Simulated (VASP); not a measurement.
# ZnCu (R3m) in VASP: further runs, part 2 of 2

VASP 6.6.1. The steps go on from the part before.

## (3) Single point, LDA

INCAR

```
SYSTEM = ZnCu
PREC = Accurate
ENCUT = 520
EDIFF = 1E-7
ISMEAR = 0
SIGMA = 0.15
LREAL = .False.
LASPH = .True.
NELM = 60
ALGO = Fast
ISIF = 2
LWAVE = .False.
LCHARG = .False.
GGA = CA
NBANDS = 18
```

KPOINTS

```
regular mesh
0
Gamma
  16 16 16
  0 0 0
```

POSCAR

```
ZnCu
1.0
    2.9450000000      0.0000000000      0.0000000000
    0.0000000000      2.9450000000      0.0000000000
    0.0000000000      0.0000000000      2.9450000000
Zn Cu
1 1
Direct
    0.4828461295      0.4828461295      0.4828461295
    0.0000000000      0.0000000000      0.0000000000
```

Potentials or basis: VASP PAW LDA potentials, release 64 (Zn, Cu).

Run with:

```
$ cat potpaw_LDA.64/Zn/POTCAR potpaw_LDA.64/Cu/POTCAR > POTCAR
$ mpirun -np 1 vasp_std > vasp.out
```

OUTCAR:

```text
SYSTEM = ZnCu
   PREC = Accurate
   ENCUT = 520
   EDIFF = 1E-7
   ISMEAR = 0
   LREAL = .False.
   LASPH = .True.
   NELM = 60
   ISIF = 2
   GGA = CA

 ion  position               nearest neighbor table
   1  0.483  0.483  0.483-   2 2.46   2 2.52   2 2.52   2 2.52   2 2.58   2 2.58   2 2.58   2 2.64

   2  0.000  0.000  0.000-   1 2.46   1 2.52   1 2.52   1 2.52   1 2.58   1 2.58   1 2.58   1 2.64

  LATTYP: Found a simple cubic cell.
 ALAT       =     2.9450000000

  Lattice vectors:

 A1 = (   2.9450000000,   0.0000000000,   0.0000000000)
[... 693 lines left out ...]

  FORCE on cell =-STRESS in cart. coord.  units (eV):
  Direction    XX          YY          ZZ          XY          YZ          ZX
  --------------------------------------------------------------------------------------
  -------------------------------------------------------------------------------------
  Total       -1.3672223     -1.3672223     -1.3672223      0.0449440      0.0449440      0.0449440
  in kB      -85.7617887    -85.7617887    -85.7617887      2.8192012      2.8192012      2.8192012
  external PRESSURE =     -85.7617887 kB  Pullay stress =       0.0000000 kB

 VOLUME and BASIS-vectors are now :
 -----------------------------------------------------------------------------
  energy-cutoff  :      520.00
  volume of cell :       25.54
      direct lattice vectors                 reciprocal lattice vectors
     2.945000000  0.000000000  0.000000000     0.339558574  0.000000000  0.000000000
     0.000000000  2.945000000  0.000000000     0.000000000  0.339558574  0.000000000
     0.000000000  0.000000000  2.945000000     0.000000000  0.000000000  0.339558574

 POSITION                                       TOTAL-FORCE (eV/Angst)
 -----------------------------------------------------------------------------------
      1.42198      1.42198      1.42198         0.205231      0.205231      0.205231
      0.00000      0.00000      0.00000        -0.205231     -0.205231     -0.205231
 -----------------------------------------------------------------------------------
    total drift:                                0.000019      0.000019      0.000018

  FREE ENERGIE OF THE ION-ELECTRON SYSTEM (eV)
  ---------------------------------------------------
  free  energy   TOTEN  =        -6.7274569546 eV

  energy  without entropy=       -6.7207176236  energy(sigma->0) =       -6.72408729
```

OSZICAR:

```text
N       E                     dE             d eps       ncg     rms          rms(c)
DAV:   1     0.115778463052E+03    0.11578E+03   -0.11284E+04 16180   0.214E+03
DAV:   2    -0.280631918505E+01   -0.11858E+03   -0.11360E+03 15070   0.303E+02
DAV:   3    -0.786110851152E+01   -0.50548E+01   -0.50005E+01 16928   0.779E+01
[... 11 lines left out ...]
RMM:  15    -0.672745684393E+01   -0.54284E-06   -0.83327E-06 19853   0.270E-02    0.237E-03
RMM:  16    -0.672745758928E+01   -0.74535E-06   -0.22697E-06 16563   0.179E-02    0.711E-03
RMM:  17    -0.672745707349E+01    0.51579E-06   -0.70231E-07 16246   0.123E-02    0.278E-03
RMM:  18    -0.672745695849E+01    0.11500E-06   -0.32467E-07 14967   0.681E-03    0.118E-03
RMM:  19    -0.672745695465E+01    0.38481E-08   -0.62461E-08 11874   0.240E-03
   1 F= -.67274570E+01 E0= -.67240873E+01  d E =-.673933E-02
```

Run time: 5 min. Hardware: 1 thread of Intel Xeon 8259CL, shared host; peak memory 0.3 GiB.

Results:

```yaml
Free_energy: -6.7275 eV
Pressure: -8.6 GPa
Largest_force: 0.355 eV/Å
Band_gap_on_the_k_mesh: zero (an odd number of electrons rules out a gap without spin polarisation)
```

Forces in eV/Å, atoms in the order of the input:
```
Zn   0.205  0.205  0.205
Cu  -0.205 -0.205 -0.205
```

Stress tensor (GPa, compression positive):
```
-8.58  0.28  0.28
 0.28 -8.58  0.28
 0.28  0.28 -8.58
```

Caveat: the cell differs from its parent crystal (all Zn atoms moved +0.087 Å, as atom 1 towards its neighbour atom 2 (Cu) at 2.550 Å); the cell stands under tension.

## (4) Single point, LDA

INCAR

```
SYSTEM = ZnCu
PREC = Accurate
ENCUT = 520
EDIFF = 1E-6
ISMEAR = 0
SIGMA = 0.15
LREAL = .FALSE.
LASPH = .TRUE.
NELM = 80
ALGO = Fast
ISIF = 2
LWAVE = .FALSE.
LCHARG = .FALSE.
NBANDS = 18
```

KPOINTS

```
Automatic mesh
0
G
  16 16 16
  0 0 0
```

Changes to POSCAR since step 3:

```diff
@@ -8,3 +8,3 @@
 Direct
-    0.4828461295      0.4828461295      0.4828461295
+    0.4877472354      0.4877472354      0.4877472354
     0.0000000000      0.0000000000      0.0000000000
```

Run with:

```
$ cat potpaw_LDA.64/Zn/POTCAR potpaw_LDA.64/Cu/POTCAR > POTCAR
$ mpirun -np 1 vasp_std > vasp.out
```

It took 3.7 min on 1 thread of Intel Xeon 8259CL, shared host; peak memory 0.3 GiB.

It converged, with:

| Quantity | Value |
| --- | --- |
| Free energy | -6.7350 eV |
| Pressure | -8.5 GPa |
| Largest force | 0.251 eV/Å |
| Band gap on the k mesh | zero (an odd number of electrons rules out a gap without spin polarisation) |

Forces in eV/Å, atoms in the order of the input:
```
Zn   0.145  0.145  0.145
Cu  -0.145 -0.145 -0.145
```

Stress tensor (GPa, compression positive):
```
-8.47  0.14  0.14
 0.14 -8.47  0.14
 0.14  0.14 -8.47
```

Levels at points of the mesh, in eV from the Fermi level:
```tsv
k point	band 10	band 11	band 12	band 13	band 14	band 15
(0.00, 0.00, 0.00)	-2.77	-2.77	6.19	6.19	6.19	11.39
(0.50, 0.00, 0.00)	-3.32	-2.85	-2.03	11.61	11.61	12.31
(0.50, 0.50, 0.00)	-2.53	-1.85	-1.85	1.71	2.08	13.79
(0.50, 0.50, 0.50)	-2.51	3.71	4.19	4.30	4.30	4.62
```

Caveat: the cell differs from its parent crystal (all Zn atoms moved +0.062 Å, as atom 1 towards its neighbour atom 2 (Cu) at 2.550 Å); the cell stands under tension.

## (5) Summary

```csv
cell,further INCAR settings,gap on the mesh (eV),pressure (GPa),largest force (eV/Å)
"as given, atomic positions A",ALGO = Fast; EDIFF = 1e-06; NBANDS = 18,none,-8.4,0.30
"as given, atomic positions B",ALGO = Fast; EDIFF = 1e-07; NBANDS = 18,none,-8.6,0.36
"as given, atomic positions C",ALGO = Fast; EDIFF = 1e-06; NBANDS = 18,none,-8.5,0.25
```

Alike in all rows: task single point; level LDA; potentials or basis VASP PAW LDA potentials, release 64 (Zn, Cu); no spin polarisation; k mesh 16 × 16 × 16; cutoff (eV) 520; smearing gaussian 0.15 eV.

Caveats: the cell stands under tension.

Absolute energies hang on the potentials; compare differences alone.
